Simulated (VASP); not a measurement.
# MgCd3Se2 (P-6m2) in VASP: single point with PBE

Aim: the single point of MgCd3Se2 with PBE.

Program: VASP 6.6.1. These are calculated values, not measurements. Logs are shortened: lines on timing, memory, paths and dates and some standing lists are left out, and cuts for length are marked.

**1. The cell of the first run**

It takes space group P-6m2 (No. 187, hexagonal). Conventional cell: a = 4.659 Å, b = 4.659 Å, c = 7.403 Å, α = 90.00°, β = 90.00°, γ = 120.00°. Within 2.4 Å of Mg (site symmetry -6m2) lie 2 Se at 1.83 Å and 6 Cd at 2.33 Å. Cd (site symmetry mm2) has 4 Cd at 2.06 to 2.60 Å and 2 Mg at 2.33 Å within 2.7 Å. Within 2.4 Å of Se (site symmetry 3m) lie 1 Mg at 1.83 Å.

**2. Single point, PBE**

Input file INCAR:

```
ALGO = Normal ; EDIFF = 1E-7
ENCUT = 520 ; GGA = PE
ISIF = 2 ; ISMEAR = 0
LASPH = True ; LCHARG = False
LREAL = False ; LWAVE = False
NBANDS = 34 ; NELM = 80
PREC = Accurate ; SIGMA = 0.1
```

Input file KPOINTS:

```
k-points
0
Gamma
  6 6 4
```

Input file POSCAR:

```
MgCd3Se2
1.0
    4.6585814900      0.0000000000      0.0000000000
   -2.3292907500      4.0344499200      0.0000000000
    0.0000000000      0.0000000000      7.4034511000
Mg Cd Se
1 3 2
Direct
    0.0000000000      0.0000000000      0.0000000000
    0.5196066500      0.4803933500      0.0000000000
    0.5196066500      0.0392133100      0.0000000000
    0.9607866900      0.4803933500      0.0000000000
    0.0000000000      0.0000000000      0.7522432300
    0.0000000000      0.0000000000      0.2477567700
```

Potentials or basis: VASP PAW PBE potentials, release 64 (Mg, Cd, Se).

The run is started by

```sh
cat potpaw_PBE.64/Mg/POTCAR potpaw_PBE.64/Cd/POTCAR potpaw_PBE.64/Se/POTCAR > POTCAR
mpirun -np 1 vasp_std > vasp.out
```

OUTCAR:

```text
EDIFF = 1E-7
   ENCUT = 520
   GGA = PE
   ISIF = 2
   ISMEAR = 0
   LASPH = True
   LREAL = False
   NELM = 80
   PREC = Accurate

 ion  position               nearest neighbor table
   1  0.000  0.000  0.000-   5 1.83   6 1.83   3 2.33   4 2.33   2 2.33   2 2.33   3 2.33   4 2.33

   2  0.520  0.480  0.000-   4 2.06   3 2.06   1 2.33   1 2.33   4 2.60   3 2.60   5 2.97   6 2.97
                             5 2.97   6 2.97
   3  0.520  0.039  0.000-   4 2.06   2 2.06   1 2.33   1 2.33   4 2.60   2 2.60   6 2.97   5 2.97
                             6 2.97   5 2.97
   4  0.961  0.480  0.000-   2 2.06   3 2.06   1 2.33   1 2.33   2 2.60   3 2.60   6 2.97   5 2.97
                             5 2.97   6 2.97
   5  0.000  0.000  0.752-   1 1.83   3 2.97   4 2.97   2 2.97   2 2.97   3 2.97   4 2.97
   6  0.000  0.000  0.248-   1 1.83   3 2.97   4 2.97   2 2.97   2 2.97   3 2.97   4 2.97

  LATTYP: Found a hexagonal cell.
 ALAT       =     4.6585814900
 C/A-ratio  =     1.5892071687

  Lattice vectors:

 A1 = (   4.6585814900,   0.0000000000,   0.0000000000)
 A2 = (  -2.3292907500,   4.0344499200,   0.0000000000)
 A3 = (   0.0000000000,   0.0000000000,   7.4034511000)

Analysis of symmetry for initial positions (statically):
=====================================================================
 Subroutine PRICEL returns:
 Original cell was already a primitive cell.

 Routine SETGRP: Setting up the symmetry group for a
 hexagonal supercell.

 Subroutine GETGRP returns: Found 12 space group operations
 (whereof 12 operations were pure point group operations)
 out of a pool of 24 trial point group operations.

The static configuration has the point symmetry D_3h.

Analysis of symmetry for dynamics (positions and initial velocities):
=====================================================================
 Subroutine PRICEL returns:
 Original cell was already a primitive cell.

 Routine SETGRP: Setting up the symmetry group for a
 hexagonal supercell.

 Subroutine GETGRP returns: Found 12 space group operations
 (whereof 12 operations were pure point group operations)
 out of a pool of 24 trial point group operations.

The dynamic configuration has the point symmetry D_3h.

 Subroutine INISYM returns: Found 12 space group operations
 (whereof 12 operations are pure point group operations),
 and found     1 'primitive' translations

----------------------------------------------------------------------------------------

                                     Primitive cell

  volume of cell :     139.1465

  direct lattice vectors                    reciprocal lattice vectors
     4.658581490  0.000000000  0.000000000     0.214657617  0.123932633  0.000000000
    -2.329290750  4.034449920  0.000000000     0.000000000  0.247865265  0.000000000
     0.000000000  0.000000000  7.403451100     0.000000000  0.000000000  0.135072142

  length of vectors
     4.658581490  4.658581496  7.403451100     0.247865266  0.247865265  0.135072142

  position of ions in fractional coordinates (direct lattice)
     0.000000000  0.000000000  0.000000000
     0.519606650  0.480393350  0.000000000
     0.519606650  0.039213310  0.000000000
     0.960786690  0.480393350  0.000000000
     0.000000000  0.000000000  0.752243230
     0.000000000  0.000000000  0.247756770

  ion indices of the primitive-cell ions
   primitive index   ion index
                 1           1
                 2           2
                 3           3
                 4           4
                 5           5
                 6           6

----------------------------------------------------------------------------------------

 KPOINTS: k-points

Automatic generation of k-mesh.
 Grid dimensions read from file:
 generate k-points for:    6    6    4

 Generating k-lattice:

  Cartesian coordinates                     Fractional coordinates (reciprocal lattice)
     0.035776269  0.020655439  0.000000000     0.166666667 -0.000000000  0.000000000
     0.000000000  0.041310878  0.000000000     0.000000000  0.166666667  0.000000000
     0.000000000  0.000000000  0.033768036     0.000000000  0.000000000  0.250000000

  Length of vectors
     0.041310878  0.041310878  0.033768036

  Shift w.r.t. Gamma in fractional coordinates (k-lattice)
     0.000000000  0.000000000  0.000000000

 Subroutine IBZKPT returns following result:
 ===========================================

 Found     21 irreducible k-points:

 Following reciprocal coordinates:
            Coordinates               Weight
  0.000000  0.000000  0.000000      1.000000
  0.166667 -0.000000  0.000000      6.000000
  0.333333 -0.000000  0.000000      6.000000
  0.500000 -0.000000  0.000000      3.000000
  0.166667  0.166667  0.000000      6.000000
  0.333333  0.166667  0.000000     12.000000
[... 13 lines left out ...]
  0.333333  0.166667  0.500000     12.000000
  0.333333  0.333333  0.500000      2.000000
   k-points           NKPTS =     21   k-points in BZ     NKDIM =     21   number of bands    NBANDS=     34
   number of dos      NEDOS =    301   number of ions     NIONS =      6
   total plane-waves  NPLWV =  72576
   dimension x,y,z NGX =    36 NGY =   36 NGZ =   56
   dimension x,y,z NGXF=    72 NGYF=   72 NGZF=  112
   ions per type =               1   3   2
   NGX,Y,Z   is equivalent  to a cutoff of  12.85, 12.85, 12.57 a.u.
   NGXF,Y,Z  is equivalent  to a cutoff of  25.69, 25.69, 25.15 a.u.
 SYSTEM =  unknown system
   PREC   = accura    normal or accurate (medium, high low for compatibility)
   ISTART =      0    job   : 0-new  1-cont  2-samecut
   ICHARG =      2    charge: 1-file 2-atom 10-const
   ISPIN  =      1    spin polarized calculation?
   LNONCOLLINEAR =      F non collinear calculations
   LSORBIT =      F    spin-orbit coupling
   LASPH  =      T    aspherical Exc in radial PAW
   ENCUT  =  520.0 eV  38.22 Ry    6.18 a.u.   8.66  8.66 13.77*2*pi/ulx,y,z
   NELM   =     80;   NELMIN=  2; NELMDL= -5     # of ELM steps
   EDIFF  = 0.1E-06   stopping-criterion for ELM
   LREAL  =      F    real-space projection
   EDIFFG = 0.1E-05   stopping-criterion for IOM
   NSW    =      0    number of steps for IOM
   IBRION =     -1    ionic relax: 0-MD 1-quasi-New 2-CG
   NFREE  =      0    steps in history (QN), initial steepest desc. (CG)
   ISIF   =      2    stress and relaxation
   ISYM   =      2    0-nonsym 1-usesym 2-fastsym
   POTIM  = 0.5000    time-step for ionic-motion
   TEBEG  =    0.0;   TEEND  =   0.0 temperature during run
   PSTRESS=    0.0 pullay stress
   NELECT =      50.0000    total number of electrons
   NUPDOWN=      -1.0000    fix difference up-down
   EMIN   =  10.00;   EMAX   =-10.00  energy-range for DOS
   EFERMI =   0.00;   METHOD = LEGACY
   ISMEAR =     0;   SIGMA  =   0.10  broadening in eV -4-tet -1-fermi 0-gaus
   EFERMI_NEDOS =   21; number of points for ismear=-14 and -15
   IALGO  =     38    algorithm
   IMIX   =      4    mixing-type and parameters
     AMIX     =   0.40;   BMIX     =  1.00
     AMIX_MAG =   1.60;   BMIX_MAG =  1.00
  volume/ion in A,a.u.               =      23.19       156.50
  Fermi-wavevector in a.u.,A,eV,Ry     =   1.163878  2.199410 18.430612  1.354612
  Thomas-Fermi vector in A             =   2.300422
   LORBIT       =      0    0 simple, 1 ext, 2 COOP (PROOUT), +10 PAW based schemes
   GGA     = PE    functional components
   LHFCALC =     F    Hartree Fock is set to
   AEXX    =    0.0000 exact exchange contribution
   IVDW    =     0    specifies the selected vdW correction
   LEPSILON=     F    determine dielectric tensor
   LRPA    =     F    only Hartree local field effects (RPA)
 non-spin polarized calculation
 Gauss-broadening in eV      SIGMA  =   0.10
  energy-cutoff  :      520.00
  volume of cell :      139.15
 maximum number of plane-waves:      3780
 NGX is ok and might be reduce to    36
   NGX = 17   NGY = 17   NGZ = 27

 number of electron      50.0000006 magnetization

 Free energy of the ion-electron system (eV)
  ---------------------------------------------------
  ext. energy  EPLUGINS =         0.00000000
  ---------------------------------------------------
  free energy    TOTEN  =        12.03266920 eV

  energy without entropy =       12.03306074  energy(sigma->0) =       12.03286497

 E-fermi :   2.6335     XC(G=0):  -8.8513

 val. band max:        2.5037314939   @ k =   0.5000  -0.0000   0.5000
 cond. band min:       2.7243269218   @ k =   0.0000   0.0000   0.5000
 fundamental gap:      0.2205954279
 Fermi energy:         2.6335370567

 k-point     1 :       0.0000    0.0000    0.0000
  band No.  band energies     occupation
      1     -12.9665      2.00000
      2     -12.1707      2.00000
      3     -11.5985      2.00000
      4     -11.5985      2.00000
      5     -10.7897      2.00000
      6     -10.5538      2.00000
[... 26 lines left out ...]
     33       7.8147      0.00000
     34       9.3895      0.00000

 k-point     2 :       0.1667   -0.0000    0.0000
  band No.  band energies     occupation
      1     -12.7950      2.00000
      2     -12.0011      2.00000
      3     -11.5342      2.00000
      4     -11.3793      2.00000
      5     -10.7338      2.00000
      6     -10.6947      2.00000
[... 26 lines left out ...]
     33       8.2349      0.00000
     34       9.7199      0.00000

 k-point     3 :       0.3333   -0.0000    0.0000
  band No.  band energies     occupation
      1     -12.3927      2.00000
      2     -11.6952      2.00000
      3     -11.3425      2.00000
      4     -10.9557      2.00000
      5     -10.8344      2.00000
      6     -10.5082      2.00000
[... 26 lines left out ...]
     33       9.7809      0.00000
     34      10.2367      0.00000

 k-point     4 :       0.5000   -0.0000    0.0000
  band No.  band energies     occupation
      1     -12.1461      2.00000
      2     -11.5246      2.00000
      3     -11.2829      2.00000
      4     -11.0437      2.00000
      5     -10.4616      2.00000
      6     -10.3979      2.00000
[... 26 lines left out ...]
     33      10.3320      0.00000
     34      10.9339      0.00000

 k-point     5 :       0.1667    0.1667    0.0000
  band No.  band energies     occupation
      1     -12.4971      2.00000
      2     -11.7343      2.00000
      3     -11.4182      2.00000
      4     -11.0187      2.00000
      5     -10.9049      2.00000
      6     -10.5609      2.00000
[... 510 lines left out ...]
 k-point    19 :       0.1667    0.1667    0.5000
  band No.  band energies     occupation
      1     -12.4932      2.00000
      2     -11.7004      2.00000
      3     -11.4181      2.00000
      4     -11.0164      2.00000
      5     -10.9652      2.00000
      6     -10.5609      2.00000
[... 26 lines left out ...]
     33       9.4077      0.00000
     34       9.6630      0.00000

 k-point    20 :       0.3333    0.1667    0.5000
  band No.  band energies     occupation
      1     -12.1056      2.00000
      2     -11.4475      2.00000
      3     -11.2287      2.00000
      4     -11.0938      2.00000
      5     -10.6387      2.00000
      6     -10.3959      2.00000
[... 26 lines left out ...]
     33      10.2579      0.00000
     34      10.5206      0.00000

 k-point    21 :       0.3333    0.3333    0.5000
  band No.  band energies     occupation
      1     -11.8964      2.00000
      2     -11.3630      2.00000
      3     -11.1303      2.00000
      4     -11.0450      2.00000
      5     -10.6867      2.00000
      6     -10.3282      2.00000
[... 26 lines left out ...]
     33       9.3476      0.00000
     34      10.6055      0.00000

------------------------ aborting loop because EDIFF is reached ----------------------------------------

  FORCE on cell =-STRESS in cart. coord.  units (eV):
  Direction    XX          YY          ZZ          XY          YZ          ZX
  --------------------------------------------------------------------------------------
  -------------------------------------------------------------------------------------
  Total       81.9089341     81.9089342     62.7953401     -0.0000001      0.0000000      0.0000000
  in kB      943.1257852    943.1257871    723.0457231     -0.0000012      0.0000000      0.0000000
  external PRESSURE =     869.7657651 kB  Pullay stress =       0.0000000 kB

 VOLUME and BASIS-vectors are now :
 -----------------------------------------------------------------------------
  energy-cutoff  :      520.00
  volume of cell :      139.15
      direct lattice vectors                 reciprocal lattice vectors
     4.658581490  0.000000000  0.000000000     0.214657617  0.123932633  0.000000000
    -2.329290750  4.034449920  0.000000000     0.000000000  0.247865265  0.000000000
     0.000000000  0.000000000  7.403451100     0.000000000  0.000000000  0.135072142

 POSITION                                       TOTAL-FORCE (eV/Angst)
 -----------------------------------------------------------------------------------
      0.00000      0.00000      0.00000        -0.000000      0.000000      0.000000
      1.30165      1.93812      0.00000       -20.376169     11.764187      0.000000
      2.32929      0.15820      0.00000         0.000000    -23.528373     -0.000000
      3.35693      1.93812      0.00000        20.376169     11.764187      0.000000
      0.00000      0.00000      5.56920        -0.000000      0.000000    -16.836461
      0.00000      0.00000      1.83426        -0.000000      0.000000     16.836461
 -----------------------------------------------------------------------------------
    total drift:                                0.000013     -0.000007     -0.000000

  FREE ENERGIE OF THE ION-ELECTRON SYSTEM (eV)
  ---------------------------------------------------
  free  energy   TOTEN  =        12.0326692038 eV

  energy  without entropy=       12.0330607450  energy(sigma->0) =       12.03286497
```

It took 86 s on 1 thread of Intel Xeon Platinum 8488C (Sapphire Rapids), shared host; peak memory 0.31 GiB.

Results:

```
Free energy            : 12.0327 eV
Pressure               : 87.0 GPa
Largest force          : 23.528 eV/Å
Band gap on the k mesh : 0.22 eV, indirect (least direct gap 0.99 eV)
```

Forces in eV/Å, atoms in the order of the input:
```
Mg    0.000   0.000   0.000
Cd  -20.376  11.764   0.000
Cd    0.000 -23.528   0.000
Cd   20.376  11.764   0.000
Se    0.000   0.000 -16.836
Se    0.000   0.000  16.836
```

Caveat: forces of over 1 eV/Å act on the atoms, so gaps and moduli don't describe the material at rest. A k mesh can miss the band edges.
